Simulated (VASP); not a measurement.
# BN (Qingsongite) (F-43m) in VASP: further runs, part 2 of 2

VASP 6.6.1. The steps go on from the part before.

## Step 4: Single point, PBE (volume changed by +5%)

File INCAR:

```
SYSTEM = BN
  PREC = Accurate
  ENCUT = 520
  EDIFF = 1E-6
  ISMEAR = 0
  SIGMA = 0.01
  LREAL = .False.
  LASPH = .True.
  NELM = 100
  ALGO = Normal
  ISIF = 2
  LWAVE = .False.
  LCHARG = .False.
  GGA = PE
  NBANDS = 11
```

File KPOINTS:

```
Automatic mesh
0
Gamma
  8 8 8
  0 0 0
```

File POSCAR:

```
BN
1.0
    0.0000000000      1.8344170951      1.8344170951
    1.8344170951      0.0000000000      1.8344170951
    1.8344170951      1.8344170951      0.0000000000
B N
1 1
Direct
    0.0000000000      0.0000000000      0.0000000000
    0.2500000000      0.2500000000      0.2500000000
```

Potentials or basis: VASP PAW PBE potentials, release 64 (B, N).

Launch:

```bash
> cat potpaw_PBE.64/B/POTCAR potpaw_PBE.64/N/POTCAR > POTCAR
> mpirun -np 1 vasp_std > vasp.out
```

OUTCAR:

```text
SYSTEM = BN
   PREC = Accurate
   ENCUT = 520
   EDIFF = 1E-6
   ISMEAR = 0
   LREAL = .False.
   LASPH = .True.
   NELM = 100
   ISIF = 2
   GGA = PE

 ion  position               nearest neighbor table
   1  0.000  0.000  0.000-   2 1.59   2 1.59   2 1.59   2 1.59
   2  0.250  0.250  0.250-   1 1.59   1 1.59   1 1.59   1 1.59

  LATTYP: Found a face centered cubic cell.
 ALAT       =     3.6688341902

  Lattice vectors:

 A1 = (   0.0000000000,   1.8344170951,   1.8344170951)
 A2 = (   1.8344170951,   0.0000000000,   1.8344170951)
 A3 = (   1.8344170951,   1.8344170951,   0.0000000000)

Analysis of symmetry for initial positions (statically):
=====================================================================
 Subroutine PRICEL returns:
 Original cell was already a primitive cell.

 Routine SETGRP: Setting up the symmetry group for a
 face centered cubic supercell.

 Subroutine GETGRP returns: Found 24 space group operations
 (whereof 24 operations were pure point group operations)
 out of a pool of 48 trial point group operations.

The static configuration has the point symmetry T_d .

Analysis of symmetry for dynamics (positions and initial velocities):
[... 166 lines left out ...]
 k-point     1 :       0.0000    0.0000    0.0000
  band No.  band energies     occupation
      1     -12.8685      2.00000
      2       6.8668      2.00000
      3       6.8668      2.00000
      4       6.8668      2.00000
      5      15.4756      0.00000
      6      15.4756      0.00000
      7      15.4756      0.00000
      8      16.5041      0.00000
      9      30.7957      0.00000
     10      34.1005      0.00000
     11      34.1005      0.00000
[... 309 lines left out ...]
 k-point    24 :      -0.3750    0.2500    0.1250
  band No.  band energies     occupation
      1      -8.1913      2.00000
      2      -2.4637      2.00000
      3       2.2042      2.00000
      4       3.5726      2.00000
      5      16.2758      0.00000
      6      17.6129      0.00000
      7      20.6604      0.00000
      8      22.0683      0.00000
      9      25.8776      0.00000
     10      31.9491      0.00000
     11      33.6231      0.00000

 [... further k-points ...]
[... 5 lines left out ...]
  --------------------------------------------------------------------------------------
  -------------------------------------------------------------------------------------
  Total       -0.9612871     -0.9612871     -0.9612871      0.0000000     -0.0000000      0.0000000
  in kB     -124.7496742   -124.7496742   -124.7496742      0.0000000     -0.0000000      0.0000000
  external PRESSURE =    -124.7496742 kB  Pullay stress =       0.0000000 kB

 VOLUME and BASIS-vectors are now :
 -----------------------------------------------------------------------------
  energy-cutoff  :      520.00
  volume of cell :       12.35
      direct lattice vectors                 reciprocal lattice vectors
     0.000000000  1.834417095  1.834417095    -0.272566147  0.272566147  0.272566147
     1.834417095  0.000000000  1.834417095     0.272566147 -0.272566147  0.272566147
     1.834417095  1.834417095  0.000000000     0.272566147  0.272566147 -0.272566147

 POSITION                                       TOTAL-FORCE (eV/Angst)
 -----------------------------------------------------------------------------------
      0.00000      0.00000      0.00000        -0.000000     -0.000000     -0.000000
      0.91721      0.91721      0.91721         0.000000      0.000000      0.000000
 -----------------------------------------------------------------------------------
    total drift:                               -0.000000     -0.000000      0.000000

  FREE ENERGIE OF THE ION-ELECTRON SYSTEM (eV)
  ---------------------------------------------------
  free  energy   TOTEN  =       -17.4340990360 eV

  energy  without entropy=      -17.4340990360  energy(sigma->0) =      -17.43409904
```

OSZICAR:

```text
N       E                     dE             d eps       ncg     rms          rms(c)
DAV:   1     0.137335300537E+02    0.13734E+02   -0.49261E+03   670   0.728E+02
DAV:   2    -0.177475739600E+02   -0.31481E+02   -0.30822E+02   767   0.169E+02
DAV:   3    -0.183330066964E+02   -0.58543E+00   -0.58478E+00   760   0.206E+01
DAV:   4    -0.183337345480E+02   -0.72785E-03   -0.72784E-03   686   0.808E-01
DAV:   5    -0.183337352821E+02   -0.73413E-06   -0.73410E-06   752   0.252E-02    0.646E+00
DAV:   6    -0.175054188580E+02    0.82832E+00   -0.30156E+00   677   0.979E+00    0.312E+00
DAV:   7    -0.174467911078E+02    0.58628E-01   -0.86244E-02   704   0.248E+00    0.186E+00
DAV:   8    -0.174338632521E+02    0.12928E-01   -0.33672E-02   707   0.132E+00    0.170E-01
DAV:   9    -0.174340001393E+02   -0.13689E-03   -0.10571E-03   671   0.255E-01    0.792E-02
DAV:  10    -0.174340932231E+02   -0.93084E-04   -0.12886E-04   676   0.968E-02    0.146E-02
DAV:  11    -0.174340990191E+02   -0.57960E-05   -0.10542E-05   710   0.263E-02    0.106E-02
DAV:  12    -0.174340990360E+02   -0.16922E-07   -0.17532E-06   370   0.902E-03
   1 F= -.17434099E+02 E0= -.17434099E+02  d E =-.162734E-31
```

stdout:

```text
POSCAR found type information on POSCAR B N
 POSCAR found :  2 types and       2 ions
 scaLAPACK will be used
 LDA part: xc-table for (Slater+PW92), standard interpolation
 POSCAR, INCAR and KPOINTS ok, starting setup
 FFT: planning ... GRIDC
 FFT: planning ... GRID_SOFT
 FFT: planning ... GRID
 WAVECAR not read
 entering main loop
```

Run time: 5.8 s. Hardware: 1 thread of AMD EPYC 7R13, shared host; peak memory 0.09 GiB.

Results:

| Property | Result |
| --- | --- |
| Free energy | -17.4341 eV |
| Pressure | -12.5 GPa |
| Band gap on the k mesh | 4.41 eV, indirect (least direct gap 8.61 eV) |

 A k mesh can miss the band edges.

## Step 5: Single point, PBE (volume changed by +10%)

File INCAR:

```
PREC = Accurate ; ENCUT = 520
EDIFF = 1E-7 ; ISMEAR = 0
SIGMA = 0.01 ; LREAL = F
LASPH = T ; NELM = 100
ALGO = Normal ; ISIF = 2
LWAVE = F ; LCHARG = F
GGA = PE ; NBANDS = 11
```

File KPOINTS:

```
regular mesh
0
Gamma
  8 8 8
```

File POSCAR:

```
BN
1.0
    0.0000000000      1.8630844926      1.8630844926
    1.8630844926      0.0000000000      1.8630844926
    1.8630844926      1.8630844926      0.0000000000
B N
1 1
Direct
    0.0000000000      0.0000000000      0.0000000000
    0.2500000000      0.2500000000      0.2500000000
```

Potentials or basis: VASP PAW PBE potentials, release 64 (B, N).

Launch:

```bash
> cat potpaw_PBE.64/B/POTCAR potpaw_PBE.64/N/POTCAR > POTCAR
> mpirun -np 1 vasp_std > vasp.out
```

OUTCAR:

```text
PREC = Accurate
   ENCUT = 520
   EDIFF = 1E-7
   ISMEAR = 0
   LREAL = F
   LASPH = T
   NELM = 100
   ISIF = 2
   GGA = PE

 ion  position               nearest neighbor table
   1  0.000  0.000  0.000-   2 1.61   2 1.61   2 1.61   2 1.61
   2  0.250  0.250  0.250-   1 1.61   1 1.61   1 1.61   1 1.61

  LATTYP: Found a face centered cubic cell.
 ALAT       =     3.7261689852

  Lattice vectors:

 A1 = (   0.0000000000,   1.8630844926,   1.8630844926)
 A2 = (   1.8630844926,   0.0000000000,   1.8630844926)
 A3 = (   1.8630844926,   1.8630844926,   0.0000000000)

Analysis of symmetry for initial positions (statically):
=====================================================================
 Subroutine PRICEL returns:
 Original cell was already a primitive cell.

 Routine SETGRP: Setting up the symmetry group for a
 face centered cubic supercell.

 Subroutine GETGRP returns: Found 24 space group operations
 (whereof 24 operations were pure point group operations)
 out of a pool of 48 trial point group operations.

The static configuration has the point symmetry T_d .

Analysis of symmetry for dynamics (positions and initial velocities):
=====================================================================
 Subroutine PRICEL returns:
 Original cell was already a primitive cell.

 Routine SETGRP: Setting up the symmetry group for a
 face centered cubic supercell.

 Subroutine GETGRP returns: Found 24 space group operations
 (whereof 24 operations were pure point group operations)
 out of a pool of 48 trial point group operations.

The dynamic configuration has the point symmetry T_d .

 Subroutine INISYM returns: Found 24 space group operations
 (whereof 24 operations are pure point group operations),
 and found     1 'primitive' translations

----------------------------------------------------------------------------------------

                                     Primitive cell

  volume of cell :      12.9338
[... 111 lines left out ...]
  Fermi-wavevector in a.u.,A,eV,Ry     =   1.394855  2.635893 26.471759  1.945619
  Thomas-Fermi vector in A             =   2.518363
   LORBIT       =      0    0 simple, 1 ext, 2 COOP (PROOUT), +10 PAW based schemes
   GGA     = PE    functional components
   LHFCALC =     F    Hartree Fock is set to
   AEXX    =    0.0000 exact exchange contribution
   IVDW    =     0    specifies the selected vdW correction
   LEPSILON=     F    determine dielectric tensor
   LRPA    =     F    only Hartree local field effects (RPA)
 non-spin polarized calculation
 Gauss-broadening in eV      SIGMA  =   0.01
  energy-cutoff  :      520.00
  volume of cell :       12.93
 maximum number of plane-waves:       360
   NGX =  9   NGY =  9   NGZ =  9

 number of electron       8.0000003 magnetization

 Free energy of the ion-electron system (eV)
  ---------------------------------------------------
  ext. energy  EPLUGINS =         0.00000000
  ---------------------------------------------------
  free energy    TOTEN  =       -17.36278919 eV

  energy without entropy =      -17.36278919  energy(sigma->0) =      -17.36278919

 E-fermi :   6.4434     XC(G=0): -12.3787

 val. band max:        6.3246149371   @ k =   0.0000   0.0000   0.0000
 cond. band min:      10.6817844269   @ k =   0.5000   0.5000   0.0000
 fundamental gap:      4.3571694898
 Fermi energy:         6.4433824929

 k-point     1 :       0.0000    0.0000    0.0000
  band No.  band energies     occupation
      1     -12.9099      2.00000
      2       6.3246      2.00000
      3       6.3246      2.00000
      4       6.3246      2.00000
      5      14.7130      0.00000
      6      14.7130      0.00000
      7      14.7130      0.00000
      8      15.2356      0.00000
      9      29.4137      0.00000
     10      33.0104      0.00000
     11      33.0104      0.00000
[... 309 lines left out ...]
 k-point    24 :      -0.3750    0.2500    0.1250
  band No.  band energies     occupation
      1      -8.4795      2.00000
      2      -2.6397      2.00000
      3       1.8274      2.00000
      4       3.1872      2.00000
      5      15.5400      0.00000
      6      16.6156      0.00000
      7      19.5360      0.00000
      8      20.9411      0.00000
      9      24.8804      0.00000
     10      30.6235      0.00000
     11      32.3568      0.00000

 [... further k-points ...]
[... 5 lines left out ...]
  --------------------------------------------------------------------------------------
  -------------------------------------------------------------------------------------
  Total       -2.1296777     -2.1296777     -2.1296777      0.0000000     -0.0000000      0.0000000
  in kB     -263.8133810   -263.8133810   -263.8133810      0.0000000     -0.0000000      0.0000000
  external PRESSURE =    -263.8133810 kB  Pullay stress =       0.0000000 kB

 VOLUME and BASIS-vectors are now :
 -----------------------------------------------------------------------------
  energy-cutoff  :      520.00
  volume of cell :       12.93
      direct lattice vectors                 reciprocal lattice vectors
     0.000000000  1.863084493  1.863084493    -0.268372155  0.268372155  0.268372155
     1.863084493  0.000000000  1.863084493     0.268372155 -0.268372155  0.268372155
     1.863084493  1.863084493  0.000000000     0.268372155  0.268372155 -0.268372155

 POSITION                                       TOTAL-FORCE (eV/Angst)
 -----------------------------------------------------------------------------------
      0.00000      0.00000      0.00000        -0.000000     -0.000000     -0.000000
      0.93154      0.93154      0.93154         0.000000      0.000000      0.000000
 -----------------------------------------------------------------------------------
    total drift:                               -0.000000     -0.000000      0.000000

  FREE ENERGIE OF THE ION-ELECTRON SYSTEM (eV)
  ---------------------------------------------------
  free  energy   TOTEN  =       -17.3627891893 eV

  energy  without entropy=      -17.3627891893  energy(sigma->0) =      -17.36278919
```

OSZICAR:

```text
N       E                     dE             d eps       ncg     rms          rms(c)
DAV:   1     0.106654914117E+02    0.10665E+02   -0.50328E+03   646   0.733E+02
DAV:   2    -0.175609465283E+02   -0.28226E+02   -0.27483E+02   770   0.159E+02
DAV:   3    -0.181996102797E+02   -0.63866E+00   -0.63770E+00   752   0.205E+01
DAV:   4    -0.182004897692E+02   -0.87949E-03   -0.87947E-03   680   0.877E-01
DAV:   5    -0.182004907576E+02   -0.98839E-06   -0.98836E-06   746   0.283E-02    0.623E+00
DAV:   6    -0.174202747860E+02    0.78022E+00   -0.31141E+00   671   0.970E+00    0.297E+00
DAV:   7    -0.173739458461E+02    0.46329E-01   -0.72652E-02   692   0.233E+00    0.180E+00
DAV:   8    -0.173625954301E+02    0.11350E-01   -0.31500E-02   695   0.126E+00    0.150E-01
DAV:   9    -0.173626830005E+02   -0.87570E-04   -0.11731E-03   683   0.252E-01    0.747E-02
DAV:  10    -0.173627827789E+02   -0.99778E-04   -0.13573E-04   676   0.994E-02    0.142E-02
DAV:  11    -0.173627891786E+02   -0.63997E-05   -0.11783E-05   736   0.276E-02    0.104E-02
DAV:  12    -0.173627892062E+02   -0.27565E-07   -0.19378E-06   683   0.931E-03    0.657E-04
DAV:  13    -0.173627891893E+02    0.16932E-07   -0.24972E-08   355   0.156E-03
   1 F= -.17362789E+02 E0= -.17362789E+02  d E =-.181333E-65
```

Run time: 7.1 s. Hardware: 1 thread of AMD EPYC 7R13, shared host; peak memory 0.09 GiB.

Results:

- Free energy: -17.3628 eV
- Pressure: -26.4 GPa
- Band gap on the k mesh: 4.36 eV, indirect (least direct gap 8.39 eV)

## Step 6: Overview

| cell | gap on the mesh (eV) | pressure (GPa) |
| --- | --- | --- |
| a = 2.464 Å, angles 60.0°, 2 atoms | 4.57 | 54.9 |
| a = 2.509 Å, angles 60.0°, 2 atoms | 4.52 | 27.1 |
| a = 2.594 Å, angles 60.0°, 2 atoms | 4.41 | -12.5 |
| a = 2.635 Å, angles 60.0°, 2 atoms | 4.36 | -26.4 |

Alike in all rows: task single point; level PBE; potentials or basis VASP PAW PBE potentials, release 64 (B, N); no spin polarisation; k mesh 8 × 8 × 8; cutoff (eV) 520; smearing gaussian 0.01 eV.

Absolute energies hang on the potentials; compare differences alone.
